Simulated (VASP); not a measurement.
# MoS2 (R-3m) in VASP: notebook

MoS2 is run at these levels: PBE; tasks: single point.

Everything below comes from runs of VASP 6.6.1. Logs are shortened: lines on timing, memory, paths and dates and some standing lists are left out, and cuts for length are marked.

### 1 The cell of the first run

The structure is trigonal, space group R-3m (No. 166). Conventional cell: a = 3.193 Å, b = 3.193 Å, c = 18.232 Å, α = 90.00°, β = 90.00°, γ = 120.00°. Mo (site symmetry -3m) has 6 S at 2.42 Å and 6 Mo at 3.19 Å within 3.2 Å. Within 3.2 Å of S (site symmetry 3m) lie 3 Mo at 2.42 Å and 6 S at 3.19 Å.

### 2 Single point, PBE

The input, INCAR:

```
  ALGO = Normal
  EDIFF = 1E-6
  ENCUT = 520
  GGA = PE
  ISIF = 2
  ISMEAR = -1
  LASPH = T
  LCHARG = T
  LELF = T
  LREAL = F
  LVHAR = T
  LWAVE = F
  NBANDS = 20
  NELM = 60
  PREC = Accurate
  SIGMA = 0.02
```

The input, KPOINTS:

```
k-points
0
Gamma
  6 6 6
```

The input, POSCAR:

```
MoS2
1.0
    1.5965300421      0.9217570496      6.0772315024
   -1.5965300421      0.9217570496      6.0772315024
    0.0000000000     -1.8435140992      6.0772315024
Mo S
1 2
Direct
    0.0000000000      0.0000000000      0.0000000000
    0.2474267352      0.2474267352      0.2474267352
    0.7525732648      0.7525732648      0.7525732648
```

Potentials or basis: VASP PAW PBE potentials, release 64 (Mo_sv, S).

Run with:

```sh
$ cat potpaw_PBE.64/Mo_sv/POTCAR potpaw_PBE.64/S/POTCAR > POTCAR
$ mpirun -np 1 vasp_std > vasp.out
```

OUTCAR:

```text
EDIFF = 1E-6
   ENCUT = 520
   GGA = PE
   ISIF = 2
   ISMEAR = -1
   LASPH = T
   LREAL = F
   NELM = 60
   PREC = Accurate

 ion  position               nearest neighbor table
   1  0.000  0.000  0.000-   3 2.42   3 2.42   2 2.42   2 2.42   3 2.42   2 2.42
   2  0.247  0.247  0.247-   1 2.42   1 2.42   1 2.42
   3  0.753  0.753  0.753-   1 2.42   1 2.42   1 2.42

  LATTYP: Found a trigonal (rhomboedric) cell.
 ALAT       =     6.3506918495
 COS(alpha) =     0.8736014461

  Lattice vectors:

 A1 = (   1.5965300421,   0.9217570496,   6.0772315024)
 A2 = (  -1.5965300421,   0.9217570496,   6.0772315024)
 A3 = (   0.0000000000,  -1.8435140992,   6.0772315024)

Analysis of symmetry for initial positions (statically):
=====================================================================
 Subroutine PRICEL returns:
 Original cell was already a primitive cell.

 Routine SETGRP: Setting up the symmetry group for a
 trigonal (rhombohedral) supercell.

 Subroutine GETGRP returns: Found 12 space group operations
 (whereof 12 operations were pure point group operations)
 out of a pool of 12 trial point group operations.

The static configuration has the point symmetry D_3d.

Analysis of symmetry for dynamics (positions and initial velocities):
=====================================================================
 Subroutine PRICEL returns:
 Original cell was already a primitive cell.

 Routine SETGRP: Setting up the symmetry group for a
 trigonal (rhombohedral) supercell.

 Subroutine GETGRP returns: Found 12 space group operations
 (whereof 12 operations were pure point group operations)
 out of a pool of 12 trial point group operations.

The dynamic configuration has the point symmetry D_3d.

 Subroutine INISYM returns: Found 12 space group operations
 (whereof 12 operations are pure point group operations),
 and found     1 'primitive' translations

----------------------------------------------------------------------------------------

                                     Primitive cell

  volume of cell :      53.6600

  direct lattice vectors                    reciprocal lattice vectors
     1.596530042  0.921757050  6.077231502     0.313179199  0.180814095  0.054849537
    -1.596530042  0.921757050  6.077231502    -0.313179199  0.180814095  0.054849537
     0.000000000 -1.843514099  6.077231502     0.000000000 -0.361628190  0.054849537

  length of vectors
     6.350691850  6.350691850  6.350691850     0.365764158  0.365764158  0.365764158

  position of ions in fractional coordinates (direct lattice)
     0.000000000  0.000000000  0.000000000
     0.247426735  0.247426735  0.247426735
     0.752573265  0.752573265  0.752573265

  ion indices of the primitive-cell ions
   primitive index   ion index
                 1           1
                 2           2
                 3           3

----------------------------------------------------------------------------------------

 KPOINTS: k-points

Automatic generation of k-mesh.
 Grid dimensions read from file:
 generate k-points for:    6    6    6

 Generating k-lattice:

  Cartesian coordinates                     Fractional coordinates (reciprocal lattice)
     0.052196533  0.030135682  0.009141589     0.166666667 -0.000000000 -0.000000000
    -0.052196533  0.030135682  0.009141589    -0.000000000  0.166666667 -0.000000000
     0.000000000 -0.060271365  0.009141589    -0.000000000 -0.000000000  0.166666667

  Length of vectors
     0.060960693  0.060960693  0.060960693

  Shift w.r.t. Gamma in fractional coordinates (k-lattice)
     0.000000000  0.000000000  0.000000000

 Subroutine IBZKPT returns following result:
 ===========================================

 Found     32 irreducible k-points:

 Following reciprocal coordinates:
            Coordinates               Weight
  0.000000  0.000000  0.000000      1.000000
  0.166667 -0.000000 -0.000000      6.000000
  0.333333  0.000000 -0.000000      6.000000
  0.500000  0.000000 -0.000000      3.000000
  0.166667  0.166667 -0.000000      6.000000
  0.333333  0.166667 -0.000000     12.000000
[... 16 lines left out ...]
  0.500000  0.500000  0.166667      6.000000
 -0.333333  0.500000  0.166667     12.000000
 [... further k-points ...]
   k-points           NKPTS =     32   k-points in BZ     NKDIM =     32   number of bands    NBANDS=     20
   number of dos      NEDOS =    301   number of ions     NIONS =      3
   total plane-waves  NPLWV = 110592
   dimension x,y,z NGX =    48 NGY =   48 NGZ =   48
   dimension x,y,z NGXF=    96 NGYF=   96 NGZF=   96
   ions per type =               1   2
   NGX,Y,Z   is equivalent  to a cutoff of  12.57, 12.57, 12.57 a.u.
   NGXF,Y,Z  is equivalent  to a cutoff of  25.13, 25.13, 25.13 a.u.
 SYSTEM =  unknown system
   PREC   = accura    normal or accurate (medium, high low for compatibility)
   ISTART =      0    job   : 0-new  1-cont  2-samecut
   ICHARG =      2    charge: 1-file 2-atom 10-const
   ISPIN  =      1    spin polarized calculation?
   LNONCOLLINEAR =      F non collinear calculations
   LSORBIT =      F    spin-orbit coupling
   LASPH  =      T    aspherical Exc in radial PAW
   ENCUT  =  520.0 eV  38.22 Ry    6.18 a.u.  11.81 11.81 11.81*2*pi/ulx,y,z
   NELM   =     60;   NELMIN=  2; NELMDL= -5     # of ELM steps
   EDIFF  = 0.1E-05   stopping-criterion for ELM
   LREAL  =      F    real-space projection
   EDIFFG = 0.1E-04   stopping-criterion for IOM
   NSW    =      0    number of steps for IOM
   IBRION =     -1    ionic relax: 0-MD 1-quasi-New 2-CG
   NFREE  =      0    steps in history (QN), initial steepest desc. (CG)
   ISIF   =      2    stress and relaxation
   ISYM   =      2    0-nonsym 1-usesym 2-fastsym
   POTIM  = 0.5000    time-step for ionic-motion
   TEBEG  =    0.0;   TEEND  =   0.0 temperature during run
   PSTRESS=    0.0 pullay stress
   NELECT =      26.0000    total number of electrons
   NUPDOWN=      -1.0000    fix difference up-down
   EMIN   =  10.00;   EMAX   =-10.00  energy-range for DOS
   EFERMI =   0.00;   METHOD = LEGACY
   ISMEAR =    -1;   SIGMA  =   0.02  broadening in eV -4-tet -1-fermi 0-gaus
   EFERMI_NEDOS =   21; number of points for ismear=-14 and -15
   IALGO  =     38    algorithm
   IMIX   =      4    mixing-type and parameters
     AMIX     =   0.40;   BMIX     =  1.00
     AMIX_MAG =   1.60;   BMIX_MAG =  1.00
  volume/ion in A,a.u.               =      17.89       120.71
  Fermi-wavevector in a.u.,A,eV,Ry     =   1.285827  2.429860 22.495194  1.653350
  Thomas-Fermi vector in A             =   2.417938
   LORBIT       =      0    0 simple, 1 ext, 2 COOP (PROOUT), +10 PAW based schemes
   GGA     = PE    functional components
   LHFCALC =     F    Hartree Fock is set to
   AEXX    =    0.0000 exact exchange contribution
   IVDW    =     0    specifies the selected vdW correction
   LEPSILON=     F    determine dielectric tensor
   LRPA    =     F    only Hartree local field effects (RPA)
 non-spin polarized calculation
  energy-cutoff  :      520.00
  volume of cell :       53.66
 maximum number of plane-waves:      1460
   NGX = 23   NGY = 23   NGZ = 23

 number of electron      26.0000001 magnetization

 Free energy of the ion-electron system (eV)
  ---------------------------------------------------
  ext. energy  EPLUGINS =         0.00000000
  ---------------------------------------------------
  free energy    TOTEN  =       -21.02540144 eV

  energy without entropy =      -21.02396457  energy(sigma->0) =      -21.02468300

 E-fermi :   7.4818     XC(G=0): -10.8462

 val. band max:        7.4745386113   @ k =   0.0000   0.0000   0.0000
 cond. band min:       7.4882462075   @ k =  -0.3333   0.5000   0.3333
 fundamental gap:      0.0137075962
 Fermi energy:         7.4817832720

 k-point     1 :       0.0000    0.0000    0.0000
  band No.  band energies     occupation
      1     -54.1340      2.00000
      2     -28.1755      2.00000
      3     -28.1192      2.00000
      4     -28.1192      2.00000
      5      -7.3293      2.00000
      6      -5.7436      2.00000
[... 12 lines left out ...]
     19      14.2556      0.00000
     20      17.2480      0.00000

 k-point     2 :       0.1667   -0.0000   -0.0000
  band No.  band energies     occupation
      1     -54.1250      2.00000
      2     -28.2102      2.00000
      3     -28.1575      2.00000
      4     -28.1401      2.00000
      5      -6.9070      2.00000
      6      -5.6586      2.00000
[... 12 lines left out ...]
     19      15.3300      0.00000
     20      16.7447      0.00000

 k-point     3 :       0.3333    0.0000   -0.0000
  band No.  band energies     occupation
      1     -54.1070      2.00000
      2     -28.3884      2.00000
      3     -28.1815      2.00000
      4     -28.1214      2.00000
      5      -5.9994      2.00000
      6      -5.3379      2.00000
[... 12 lines left out ...]
     19      14.9917      0.00000
     20      16.4449      0.00000

 k-point     4 :       0.5000    0.0000   -0.0000
  band No.  band energies     occupation
      1     -54.0980      2.00000
      2     -28.4756      2.00000
      3     -28.2022      2.00000
      4     -28.1033      2.00000
      5      -5.6942      2.00000
      6      -4.8214      2.00000
[... 12 lines left out ...]
     19      14.5792      0.00000
     20      14.9612      0.00000

 k-point     5 :       0.1667    0.1667   -0.0000
  band No.  band energies     occupation
      1     -54.1250      2.00000
      2     -28.2102      2.00000
      3     -28.1575      2.00000
      4     -28.1401      2.00000
      5      -6.8819      2.00000
      6      -5.6983      2.00000
[... 12 lines left out ...]
     19      15.3846      0.00000
     20      16.8037      0.00000
[... 353 lines left out ...]
      6      -5.0237      2.00000
[... 12 lines left out ...]
     19      14.7396      0.00000
     20      15.9989      0.00000

 k-point    22 :      -0.1667    0.3333    0.1667
  band No.  band energies     occupation
      1     -54.0980      2.00000
      2     -28.4301      2.00000
      3     -28.2494      2.00000
      4     -28.1034      2.00000
      5      -5.4337      2.00000
      6      -5.1589      2.00000
[... 12 lines left out ...]
     19      14.8972      0.00000
     20      16.2499      0.00000

 k-point    23 :       0.5000    0.5000    0.1667
  band No.  band energies     occupation
      1     -54.1070      2.00000
      2     -28.3884      2.00000
      3     -28.1816      2.00000
      4     -28.1215      2.00000
      5      -5.7695      2.00000
      6      -5.5943      2.00000
[... 12 lines left out ...]
     19      14.5501      0.00000
     20      16.3309      0.00000

 k-point    24 :      -0.3333    0.5000    0.1667
  band No.  band energies     occupation
      1     -54.0980      2.00000
      2     -28.4301      2.00000
      3     -28.2494      2.00000
      4     -28.1034      2.00000
      5      -5.4824      2.00000
      6      -5.0893      2.00000
[... 12 lines left out ...]
     19      14.4732      0.00000
     20      16.1273      0.00000

 [... further k-points ...]
[... 5 lines left out ...]
  --------------------------------------------------------------------------------------
  -------------------------------------------------------------------------------------
  Total        0.5002074      0.5002074      1.0922288      0.0000000     -0.0000000      0.0000000
  in kB       14.9351671     14.9351671     32.6117126      0.0000000     -0.0000000      0.0000000
  external PRESSURE =      20.8273490 kB  Pullay stress =       0.0000000 kB

 VOLUME and BASIS-vectors are now :
 -----------------------------------------------------------------------------
  energy-cutoff  :      520.00
  volume of cell :       53.66
      direct lattice vectors                 reciprocal lattice vectors
     1.596530042  0.921757050  6.077231502     0.313179199  0.180814095  0.054849537
    -1.596530042  0.921757050  6.077231502    -0.313179199  0.180814095  0.054849537
     0.000000000 -1.843514099  6.077231502     0.000000000 -0.361628190  0.054849537

 POSITION                                       TOTAL-FORCE (eV/Angst)
 -----------------------------------------------------------------------------------
      0.00000      0.00000      0.00000         0.000000      0.000000     -0.000000
      0.00000      0.00000      4.51101        -0.000000     -0.000000     -0.099458
      0.00000      0.00000     13.72069        -0.000000      0.000000      0.099458
 -----------------------------------------------------------------------------------
    total drift:                               -0.000000     -0.000000     -0.000000

  FREE ENERGIE OF THE ION-ELECTRON SYSTEM (eV)
  ---------------------------------------------------
  free  energy   TOTEN  =       -21.0254014371 eV

  energy  without entropy=      -21.0239645727  energy(sigma->0) =      -21.02468300
```

Wall time 78 s (1 thread of Intel Xeon Platinum 8488C (Sapphire Rapids), shared host); peak memory 0.31 GiB.

Results:

| Quantity | Value |
| --- | --- |
| Free energy | -21.0254 eV |
| Pressure | 2.1 GPa |
| Largest force | 0.099 eV/Å |
| Band gap on the k mesh | zero (band 13 reaches 8.01 eV, above the bottom of band 14 at 7.34 eV) |

Forces on the atoms (eV/Å):
```
Mo   0.000  0.000  0.000
S    0.000  0.000 -0.099
S    0.000  0.000  0.099
```

Caveat: the k points lie up to 0.38 Å⁻¹ apart.

### 3 Single point, PBE

The input, INCAR:

```
SYSTEM = MoS2
PREC     = Accurate       ! precision mode
ENCUT    = 520            ! plane-wave cutoff, eV
EDIFF    = 1E-7           ! SCF threshold, eV
ISMEAR   = -1             ! smearing method
SIGMA    = 0.02           ! smearing width, eV
LREAL    = .FALSE.        ! projectors in reciprocal space
LASPH    = .TRUE.         ! aspherical terms in the spheres
NELM     = 80             ! most SCF steps
ALGO     = Normal         ! electronic algorithm
ISIF     = 2              ! what is computed and relaxed
LWAVE    = .FALSE.        ! write WAVECAR
LCHARG   = .FALSE.        ! write CHGCAR
GGA      = PE             ! functional
NBANDS   = 20             ! bands
```

The input, KPOINTS:

```
regular mesh
0
G
  6 6 6
  0 0 0
```

POSCAR is that of step 2.

Potentials or basis: VASP PAW PBE potentials, release 64 (Mo_sv, S).

Run with:

```sh
$ cat potpaw_PBE.64/Mo_sv/POTCAR potpaw_PBE.64/S/POTCAR > POTCAR
$ mpirun -np 1 vasp_std > vasp.out
```

It took 1.7 min on 1 thread of Intel Xeon Platinum 8488C (Sapphire Rapids), shared host; peak memory 0.31 GiB.

Results (log left out):

* Free energy: -21.0254 eV
* Pressure: 2.1 GPa
* Largest force: 0.099 eV/Å
* Band gap on the k mesh: zero (band 13 reaches 8.01 eV, above the bottom of band 14 at 7.34 eV)

Forces in eV/Å, atoms in the order of the input:
```
Mo   0.000  0.000  0.000
S    0.000  0.000 -0.099
S    0.000  0.000  0.099
```

Stress tensor (GPa, compression positive):
```
1.50 0.00 0.00
0.00 1.50 0.00
0.00 0.00 3.27
```

Levels at points of the mesh, in eV from the Fermi level:
```
           k point  band 10  band 11  band 12  band 13  band 14  band 15  band 16  band 17
(0.00, 0.00, 0.00)    -1.41    -1.08    -0.75    -0.75    -0.01    -0.01     3.35     3.35
(0.50, 0.00, 0.00)    -3.94    -2.62    -1.71    -1.31     1.23     2.10     3.35     4.13
(0.50, 0.50, 0.00)    -3.85    -2.63    -2.07    -1.58     1.23     1.86     3.87     4.92
(0.50, 0.50, 0.50)    -3.73    -0.74    -0.74    -0.14    -0.14     0.10     3.50     3.50
```

Caveat: the k points lie up to 0.38 Å⁻¹ apart.
